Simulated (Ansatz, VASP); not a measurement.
## ScAlN2: VASP beside Ansatz

Contents of POSCAR:

```
ScAlN2
1.0
    3.0446085499      0.0000000000      0.0000000000
    0.0000000000      3.0446085499      0.0000000000
    0.0000000000      0.0000000000      4.3189807773
Sc N Al
1 2 1
Direct
    0.0000000000      0.0000000000      0.0000000000
    0.0000000000      0.0000000000      0.5000000000
    0.5000000000      0.5000000000      0.0000000000
    0.5000000000      0.5000000000      0.5000000000
```

Contents of INCAR.step1:

```
ALGO = Normal
EDIFF = 1E-5
ENCUT = 660
GGA = PE
GGA_COMPAT = False
ISMEAR = 0
LASPH = True
LCHARG = False
LREAL = False
LWAVE = True
NBANDS = 20
NELM = 120
PREC = Accurate
SIGMA = 0.01
```

Contents of INCAR.step2:

```
ALGO = Normal
EDIFF = 1E-6
ENCUT = 660
GGA_COMPAT = False
ISIF = 2
ISMEAR = 0
ISTART = 1
LASPH = True
LCHARG = False
LMIXTAU = True
LREAL = False
LWAVE = False
METAGGA = R2SCAN
NBANDS = 20
NELM = 120
PREC = Accurate
SIGMA = 0.01
```

KPOINTS

```
k-points
0
Gamma
  6 6 4
```

Input for Ansatz:

```yaml
crystal:
  lattice:
    - [3.0446085499, 0.0, 0.0]
    - [0.0, 3.0446085499, 0.0]
    - [0.0, 0.0, 4.3189807773]
  atoms:
    - { symbol: Sc, position: [0.0, 0.0, 0.0] }
    - { symbol: "N", position: [0.0, 0.0, 0.5] }
    - { symbol: Al, position: [0.5, 0.5, 0.5] }
    - { symbol: "N", position: [0.5, 0.5, 0.0] }
kpoints:
  mp_grid: { grid: [6, 6, 4] }
hamiltonian:
  xc: r2scan
scf:
  occupations: { method: fixed }
output:
  optics:
    e_range: [0, 12]
    de: 0.05
    sigma: 0.1
    bands: { spectra_wanted_up_to: 12 }
```

Alike in both runs: task single point; functional r2SCAN; k mesh 6 × 6 × 4; no spin polarisation.

```csv
,VASP,Ansatz
version,VASP 6.6.1,Ansatz 0.2.0
potentials or method,"VASP PAW PBE potentials, release 64 (Sc_sv, N, Al)","plane waves, PAW"
plane-wave cutoff (eV),660,500
occupations,"gaussian, width 0.01 eV",fixed
valence electrons in the cell,24,24
```

```tsv
	VASP	Ansatz	Ansatz less VASP
gap on the k mesh at the Fermi level (eV)	1.12	1.12	+0.002
```

VASP's potentials were made for PBE, not for r2SCAN.
